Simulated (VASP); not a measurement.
# HfRu (Pm-3m) in VASP: further runs

HfRu is run at these levels: LDA; tasks: single point, relaxation of cell and atoms.

All numbers are computed with VASP 6.6.1; they aren't measurements. Logs are shortened: lines on timing, memory, paths and dates and some standing lists are left out, and cuts for length are marked.

### Step 1. The cell of the first run

It takes space group Pm-3m (No. 221, cubic). The conventional cell has a = 3.182 Å, b = 3.182 Å, c = 3.182 Å, α = 90.00°, β = 90.00°, γ = 90.00°. Hf (site symmetry m-3m) has 8 Ru at 2.76 Å and 6 Hf at 3.18 Å within 3.6 Å. Ru (site symmetry m-3m) has 8 Hf at 2.76 Å and 6 Ru at 3.18 Å within 3.6 Å.

### Step 2. Single point, LDA

Contents of INCAR:

```
PREC = Accurate
ENCUT = 520
EDIFF = 1E-7
ISMEAR = 0
SIGMA = 0.1
LREAL = False
LASPH = True
NELM = 60
ALGO = Fast
ISIF = 2
LWAVE = False
LCHARG = False
NBANDS = 19
```

Contents of KPOINTS:

```
Automatic mesh
0
Gamma
  14 14 14
```

Contents of POSCAR:

```
HfRu
1.0
    3.1821337442      0.0000000000      0.0000000000
    0.0000000000      3.1821337442      0.0000000000
    0.0000000000      0.0000000000      3.1821337442
Hf Ru
1 1
Direct
    0.0000000000      0.0000000000      0.0000000000
    0.5000000000      0.5000000000      0.5000000000
```

Potentials or basis: VASP PAW LDA potentials, release 64 (Hf_pv, Ru_pv).

On the command line:

```sh
$ cat potpaw_LDA.64/Hf_pv/POTCAR potpaw_LDA.64/Ru_pv/POTCAR > POTCAR
$ mpirun -np 1 vasp_std > vasp.out
```

OUTCAR:

```text
PREC = Accurate
   ENCUT = 520
   EDIFF = 1E-7
   ISMEAR = 0
   LREAL = False
   LASPH = True
   NELM = 60
   ISIF = 2

 ion  position               nearest neighbor table
   1  0.000  0.000  0.000-   2 2.76   2 2.76   2 2.76   2 2.76   2 2.76   2 2.76   2 2.76   2 2.76

   2  0.500  0.500  0.500-   1 2.76   1 2.76   1 2.76   1 2.76   1 2.76   1 2.76   1 2.76   1 2.76

  LATTYP: Found a simple cubic cell.
 ALAT       =     3.1821337442

  Lattice vectors:

 A1 = (   3.1821337442,   0.0000000000,   0.0000000000)
 A2 = (   0.0000000000,   3.1821337442,   0.0000000000)
 A3 = (   0.0000000000,   0.0000000000,   3.1821337442)

Analysis of symmetry for initial positions (statically):
=====================================================================
 Subroutine PRICEL returns:
 Original cell was already a primitive cell.

 Routine SETGRP: Setting up the symmetry group for a
 simple cubic supercell.

 Subroutine GETGRP returns: Found 48 space group operations
 (whereof 48 operations were pure point group operations)
 out of a pool of 48 trial point group operations.

The static configuration has the point symmetry O_h .

Analysis of symmetry for dynamics (positions and initial velocities):
=====================================================================
 Subroutine PRICEL returns:
 Original cell was already a primitive cell.

 Routine SETGRP: Setting up the symmetry group for a
 simple cubic supercell.

 Subroutine GETGRP returns: Found 48 space group operations
 (whereof 48 operations were pure point group operations)
 out of a pool of 48 trial point group operations.

The dynamic configuration has the point symmetry O_h .

 Subroutine INISYM returns: Found 48 space group operations
 (whereof 48 operations are pure point group operations),
 and found     1 'primitive' translations

----------------------------------------------------------------------------------------

                                     Primitive cell

  volume of cell :      32.2222

  direct lattice vectors                    reciprocal lattice vectors
     3.182133744  0.000000000  0.000000000     0.314254548  0.000000000  0.000000000
     0.000000000  3.182133744  0.000000000     0.000000000  0.314254548  0.000000000
     0.000000000  0.000000000  3.182133744     0.000000000  0.000000000  0.314254548

  length of vectors
     3.182133744  3.182133744  3.182133744     0.314254548  0.314254548  0.314254548

  position of ions in fractional coordinates (direct lattice)
     0.000000000  0.000000000  0.000000000
     0.500000000  0.500000000  0.500000000

  ion indices of the primitive-cell ions
   primitive index   ion index
                 1           1
                 2           2

----------------------------------------------------------------------------------------

 KPOINTS: Automatic mesh

Automatic generation of k-mesh.
 Grid dimensions read from file:
 generate k-points for:   14   14   14

 Generating k-lattice:

  Cartesian coordinates                     Fractional coordinates (reciprocal lattice)
     0.022446753  0.000000000  0.000000000     0.071428571  0.000000000  0.000000000
     0.000000000  0.022446753  0.000000000     0.000000000  0.071428571  0.000000000
     0.000000000  0.000000000  0.022446753     0.000000000  0.000000000  0.071428571

  Length of vectors
     0.022446753  0.022446753  0.022446753

  Shift w.r.t. Gamma in fractional coordinates (k-lattice)
     0.000000000  0.000000000  0.000000000

 Subroutine IBZKPT returns following result:
 ===========================================

 Found    120 irreducible k-points:

 Following reciprocal coordinates:
            Coordinates               Weight
  0.000000  0.000000  0.000000      1.000000
  0.071429  0.000000  0.000000      6.000000
  0.142857  0.000000  0.000000      6.000000
  0.214286  0.000000  0.000000      6.000000
  0.285714  0.000000  0.000000      6.000000
  0.357143  0.000000  0.000000      6.000000
[... 16 lines left out ...]
  0.285714  0.214286  0.000000     24.000000
  0.357143  0.214286  0.000000     24.000000
 [... further k-points ...]
   k-points           NKPTS =    120   k-points in BZ     NKDIM =    120   number of bands    NBANDS=     19
   number of dos      NEDOS =    301   number of ions     NIONS =      2
   total plane-waves  NPLWV =  13824
   dimension x,y,z NGX =    24 NGY =   24 NGZ =   24
   dimension x,y,z NGXF=    48 NGYF=   48 NGZF=   48
   ions per type =               1   1
   NGX,Y,Z   is equivalent  to a cutoff of  12.54, 12.54, 12.54 a.u.
   NGXF,Y,Z  is equivalent  to a cutoff of  25.08, 25.08, 25.08 a.u.
 SYSTEM =  unknown system
   PREC   = accura    normal or accurate (medium, high low for compatibility)
   ISTART =      0    job   : 0-new  1-cont  2-samecut
   ICHARG =      2    charge: 1-file 2-atom 10-const
   ISPIN  =      1    spin polarized calculation?
   LNONCOLLINEAR =      F non collinear calculations
   LSORBIT =      F    spin-orbit coupling
   LASPH  =      T    aspherical Exc in radial PAW
   ENCUT  =  520.0 eV  38.22 Ry    6.18 a.u.   5.92  5.92  5.92*2*pi/ulx,y,z
   NELM   =     60;   NELMIN=  2; NELMDL= -5     # of ELM steps
   EDIFF  = 0.1E-06   stopping-criterion for ELM
   LREAL  =      F    real-space projection
   EDIFFG = 0.1E-05   stopping-criterion for IOM
   NSW    =      0    number of steps for IOM
   IBRION =     -1    ionic relax: 0-MD 1-quasi-New 2-CG
   NFREE  =      0    steps in history (QN), initial steepest desc. (CG)
   ISIF   =      2    stress and relaxation
   ISYM   =      2    0-nonsym 1-usesym 2-fastsym
   POTIM  = 0.5000    time-step for ionic-motion
   TEBEG  =    0.0;   TEEND  =   0.0 temperature during run
   PSTRESS=    0.0 pullay stress
   NELECT =      24.0000    total number of electrons
   NUPDOWN=      -1.0000    fix difference up-down
   EMIN   =  10.00;   EMAX   =-10.00  energy-range for DOS
   EFERMI =   0.00;   METHOD = LEGACY
   ISMEAR =     0;   SIGMA  =   0.10  broadening in eV -4-tet -1-fermi 0-gaus
   EFERMI_NEDOS =   21; number of points for ismear=-14 and -15
   IALGO  =     68    algorithm
   IMIX   =      4    mixing-type and parameters
     AMIX     =   0.40;   BMIX     =  1.00
     AMIX_MAG =   1.60;   BMIX_MAG =  1.00
  volume/ion in A,a.u.               =      16.11       108.72
  Fermi-wavevector in a.u.,A,eV,Ry     =   1.483976  2.804308 29.962534  2.202184
  Thomas-Fermi vector in A             =   2.597570
   LORBIT       =      0    0 simple, 1 ext, 2 COOP (PROOUT), +10 PAW based schemes
   GGA     = CA    functional components
   LHFCALC =     F    Hartree Fock is set to
   AEXX    =    0.0000 exact exchange contribution
   IVDW    =     0    specifies the selected vdW correction
   LEPSILON=     F    determine dielectric tensor
   LRPA    =     F    only Hartree local field effects (RPA)
 non-spin polarized calculation
 RMM-DIIS sequential band-by-band and
 Gauss-broadening in eV      SIGMA  =   0.10
  energy-cutoff  :      520.00
  volume of cell :       32.22
 maximum number of plane-waves:       912
 NGX is ok and might be reduce to    24
   NGX = 11   NGY = 11   NGZ = 11

 number of electron      23.9999993 magnetization

 Free energy of the ion-electron system (eV)
  ---------------------------------------------------
  ext. energy  EPLUGINS =         0.00000000
  ---------------------------------------------------
  free energy    TOTEN  =       -22.97489935 eV

  energy without entropy =      -22.97204013  energy(sigma->0) =      -22.97346974

 E-fermi :   9.0288     XC(G=0): -13.1992

 val. band max:        9.0269862995   @ k =   0.5000   0.5000   0.1429
 cond. band min:       9.0428195799   @ k =   0.5000   0.5000   0.2143
 fundamental gap:      0.0158332805
 Fermi energy:         9.0288321044

 k-point     1 :       0.0000    0.0000    0.0000
  band No.  band energies     occupation
      1     -33.4857      2.00000
      2     -33.4857      2.00000
      3     -33.4857      2.00000
      4     -21.2099      2.00000
      5     -21.2099      2.00000
      6     -21.2099      2.00000
[... 11 lines left out ...]
     18      17.8391      0.00000
     19      17.8392      0.00000

 k-point     2 :       0.0714    0.0000    0.0000
  band No.  band energies     occupation
      1     -33.4906      2.00000
      2     -33.4850      2.00000
      3     -33.4850      2.00000
      4     -21.2349      2.00000
      5     -21.2095      2.00000
      6     -21.2095      2.00000
[... 11 lines left out ...]
     18      17.4833      0.00000
     19      18.4781      0.00000

 k-point     3 :       0.1429    0.0000    0.0000
  band No.  band energies     occupation
      1     -33.5041      2.00000
      2     -33.4828      2.00000
      3     -33.4828      2.00000
      4     -21.3044      2.00000
      5     -21.2083      2.00000
      6     -21.2083      2.00000
[... 11 lines left out ...]
     18      16.6371      0.00000
     19      19.7884      0.00000

 k-point     4 :       0.2143    0.0000    0.0000
  band No.  band energies     occupation
      1     -33.5237      2.00000
      2     -33.4797      2.00000
      3     -33.4797      2.00000
      4     -21.4034      2.00000
      5     -21.2067      2.00000
      6     -21.2067      2.00000
[... 11 lines left out ...]
     18      15.7122      0.00000
     19      21.3042      0.00000

 k-point     5 :       0.2857    0.0000    0.0000
  band No.  band energies     occupation
      1     -33.5453      2.00000
      2     -33.4762      2.00000
      3     -33.4762      2.00000
      4     -21.5111      2.00000
      5     -21.2049      2.00000
      6     -21.2049      2.00000
[... 11 lines left out ...]
     18      15.1007      0.00000
     19      19.5924      0.00000
[... 334 lines left out ...]
      2     -33.4930      2.00000
      3     -33.4681      2.00000
      4     -21.6730      2.00000
      5     -21.2752      2.00000
      6     -21.1925      2.00000
[... 11 lines left out ...]
     18      15.5015      0.00000
     19      22.1179      0.00000

 k-point    22 :       0.2143    0.2143    0.0000
  band No.  band energies     occupation
      1     -33.5264      2.00000
      2     -33.5159      2.00000
      3     -33.4744      2.00000
      4     -21.4080      2.00000
      5     -21.3587      2.00000
      6     -21.1974      2.00000
[... 11 lines left out ...]
     18      17.1842      0.00000
     19      19.6196      0.00000

 k-point    23 :       0.2857    0.2143    0.0000
  band No.  band energies     occupation
      1     -33.5458      2.00000
      2     -33.5187      2.00000
      3     -33.4713      2.00000
      4     -21.4872      2.00000
      5     -21.3668      2.00000
      6     -21.1920      2.00000
[... 11 lines left out ...]
     18      16.5777      0.00000
     19      20.1979      0.00000

 k-point    24 :       0.3571    0.2143    0.0000
  band No.  band energies     occupation
      1     -33.5663      2.00000
      2     -33.5181      2.00000
      3     -33.4686      2.00000
      4     -21.5711      2.00000
      5     -21.3600      2.00000
      6     -21.1872      2.00000
[... 11 lines left out ...]
     18      15.9363      0.00000
     19      20.8729      0.00000

 [... further k-points ...]
[... 5 lines left out ...]
  --------------------------------------------------------------------------------------
  -------------------------------------------------------------------------------------
  Total       -0.0802598     -0.0802598     -0.0802598     -0.0000000      0.0000000     -0.0000000
  in kB       -3.9907407     -3.9907407     -3.9907407     -0.0000000      0.0000000     -0.0000000
  external PRESSURE =      -3.9907407 kB  Pullay stress =       0.0000000 kB

 VOLUME and BASIS-vectors are now :
 -----------------------------------------------------------------------------
  energy-cutoff  :      520.00
  volume of cell :       32.22
      direct lattice vectors                 reciprocal lattice vectors
     3.182133744  0.000000000  0.000000000     0.314254548  0.000000000  0.000000000
     0.000000000  3.182133744  0.000000000     0.000000000  0.314254548  0.000000000
     0.000000000  0.000000000  3.182133744     0.000000000  0.000000000  0.314254548

 POSITION                                       TOTAL-FORCE (eV/Angst)
 -----------------------------------------------------------------------------------
      0.00000      0.00000      0.00000         0.000000      0.000000      0.000000
      1.59107      1.59107      1.59107         0.000000      0.000000      0.000000
 -----------------------------------------------------------------------------------
    total drift:                                0.000000      0.000000     -0.000000

  FREE ENERGIE OF THE ION-ELECTRON SYSTEM (eV)
  ---------------------------------------------------
  free  energy   TOTEN  =       -22.9748993521 eV

  energy  without entropy=      -22.9720401251  energy(sigma->0) =      -22.97346974
```

It took 61 s on 1 thread of AMD EPYC 7R13 (Zen 3), shared host; peak memory 0.16 GiB.

What came out:

* Free energy: -22.9749 eV
* Pressure: -0.4 GPa
* Band gap on the k mesh: zero (band 12 reaches 9.77 eV, above the bottom of band 13 at 8.04 eV)

Levels at points of the mesh, in eV from the Fermi level:
```
           k point  band 10  band 11  band 12  band 13  band 14  band 15
(0.00, 0.00, 0.00)    -1.77    -1.77    -1.77     2.10     2.10     5.89
(0.50, 0.00, 0.00)    -1.88    -1.88    -1.14    -0.99     1.26     1.41
(0.50, 0.50, 0.00)    -3.40    -0.02     0.73     1.45     1.45     2.91
(0.50, 0.50, 0.50)    -1.98    -1.98    -1.98     0.06     0.06     6.48
```

Caveat: spin-orbit coupling is left out, which moves the levels of the heavy elements.

### Step 3. Relaxation of cell and atoms, LDA

This run uses another cell than the first one, of 17.13 Å³/atom, 1.064 times its volume.

Contents of INCAR:

```
  ALGO = Normal
  EDIFF = 1E-6
  EDIFFG = -0.005
  ENCUT = 600
  IBRION = 2
  ISIF = 3
  ISMEAR = 0
  LASPH = T
  LCHARG = F
  LREAL = F
  LWAVE = F
  NELM = 80
  NSW = 70
  PREC = Accurate
  SIGMA = 0.1
```

Contents of KPOINTS:

```
k-points
0
Gamma
  14 14 14
```

Contents of POSCAR:

```
HfRu
1.0
    3.2481236017      0.0000000000      0.0000000000
    0.0000000000      3.2481236017      0.0000000000
    0.0000000000      0.0000000000      3.2481236017
Hf Ru
1 1
Direct
    0.0000000000      0.0000000000      0.0000000000
    0.5000000000      0.5000000000      0.5000000000
```

Potentials or basis: VASP PAW LDA potentials, release 64 (Hf_pv, Ru_pv).

On the command line:

```sh
$ cat potpaw_LDA.64/Hf_pv/POTCAR potpaw_LDA.64/Ru_pv/POTCAR > POTCAR
$ mpirun -np 1 vasp_std > vasp.out
```

It took 4.6 min on 1 thread of AMD EPYC 7R13 (Zen 3), shared host; peak memory 0.19 GiB.

Results (log left out):

* Free energy: -22.9762 eV
* Relaxed volume: 16.08 Å³/atom
* Relaxed cell: a = 3.180 Å, b = 3.180 Å, c = 3.180 Å, α = 90.00°, β = 90.00°, γ = 90.00°
* Space group after relaxing (to 0.05 Å): Pm-3m (No. 221)
* Energy gained by relaxing: 43.7 meV/atom
* Ionic steps: 7
* Pressure after relaxing: 0.0 GPa
* Band gap on the k mesh: zero (band 12 reaches 9.79 eV, above the bottom of band 13 at 8.06 eV)

Step by step:
| step | energy change (eV) | largest force (eV/Å) | pressure (GPa) | volume (Å³) |
| --- | --- | --- | --- | --- |
| 1 | 0.0000 | 0.0000 | -12.59 | 34.27 |
| 2 | 0.3954 | 0.0000 | 41.83 | 28.01 |
| 3 | -0.0871 | 0.0000 | -0.74 | 32.27 |
| 4 | -0.0873 | 0.0000 | -0.12 | 32.18 |
| 5 | -0.0873 | 0.0000 | 0.16 | 32.14 |
| 6 | -0.0873 | 0.0000 | -0.26 | 32.21 |
| 7 | -0.0873 | 0.0000 | -0.01 | 32.17 |

Final structure:
```yaml
crystal:
  lattice:
    - [3.18030, 0.00000, 0.00000]
    - [0.00000, 3.18030, 0.00000]
    - [0.00000, 0.00000, 3.18030]
  atoms:
    - { symbol: Hf, position: [0.00000, 0.00000, 0.00000] }
    - { symbol: Ru, position: [0.50000, 0.50000, 0.50000] }
```

Levels at points of the mesh, in eV from the Fermi level:
| k point | band 8 | band 9 | band 10 | band 11 | band 12 | band 13 | band 14 | band 15 | band 16 |
| --- | --- | --- | --- | --- | --- | --- | --- | --- | --- |
| (0.00, 0.00, 0.00) | -5.33 | -5.33 | -1.77 | -1.77 | -1.77 | 2.11 | 2.11 | 5.90 | 5.90 |
| (0.50, 0.00, 0.00) | -4.00 | -3.55 | -1.88 | -1.88 | -1.15 | -0.99 | 1.27 | 1.41 | 1.41 |
| (0.50, 0.50, 0.00) | -5.35 | -3.41 | -3.41 | -0.02 | 0.73 | 1.46 | 1.46 | 2.91 | 5.92 |
| (0.50, 0.50, 0.50) | -3.07 | -3.07 | -1.98 | -1.98 | -1.98 | 0.06 | 0.06 | 6.49 | 6.49 |

Caveat: spin-orbit coupling is left out, which moves the levels of the heavy elements.
